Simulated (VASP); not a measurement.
Write the native input for VASP 6.6.1 that does the following.

```
Task                   : single point
Functional             : LDA
Potentials or basis    : VASP PAW LDA potentials, release 64 (Ir)
Cutoff                 : 520 eV
k mesh                 : 10 × 10 × 13
Occupations            : fermi-dirac, width 0.1 eV
Spin                   : no spin polarisation
Dipole correction      : no
Further INCAR settings : ALGO = Normal; EDIFF = 1e-07; NBANDS = 20
```

The structure of Ir lies in POSCAR:

```
Ir
1.0
    4.4790461257      0.0000000000      0.0000000000
   -2.2395230628      3.8789677296      0.0000000000
    0.0000000000      0.0000000000      2.7606511009
Ir
3
Direct
    1.0000000000      0.0000000000      0.0000000000
    0.3333333333      0.6666666667      0.5000000000
    0.6666666667      0.3333333333      0.5000000000
```

This isn't the form of Ir at room conditions, which is fcc.

One way to write it, as run:

INCAR

```
SYSTEM = Ir
PREC = Accurate ; ENCUT = 520
EDIFF = 1E-7 ; ISMEAR = -1
SIGMA = 0.1 ; LREAL = .False.
LASPH = .True. ; NELM = 80
ALGO = Normal ; ISIF = 2
LWAVE = .False. ; LCHARG = .False.
NBANDS = 20
```

KPOINTS

```
Automatic mesh
0
Gamma
  10 10 13
  0 0 0
```

Potentials or basis: VASP PAW LDA potentials, release 64 (Ir).

The run is started by

```sh
$ cat potpaw_LDA.64/Ir/POTCAR > POTCAR
$ mpirun -np 1 vasp_std > vasp.out
```

It gave:

| Item | Value |
| --- | --- |
| Pressure | -30.6 GPa |
| Band gap on the k mesh | zero (an odd number of electrons rules out a gap without spin polarisation) |

Caveat: the cell stands under tension; spin-orbit coupling is left out, which moves the levels of the heavy elements.

Wall time 110 s on 1 thread of Intel Xeon 8259CL (shared host), peak memory 0.21 GiB.
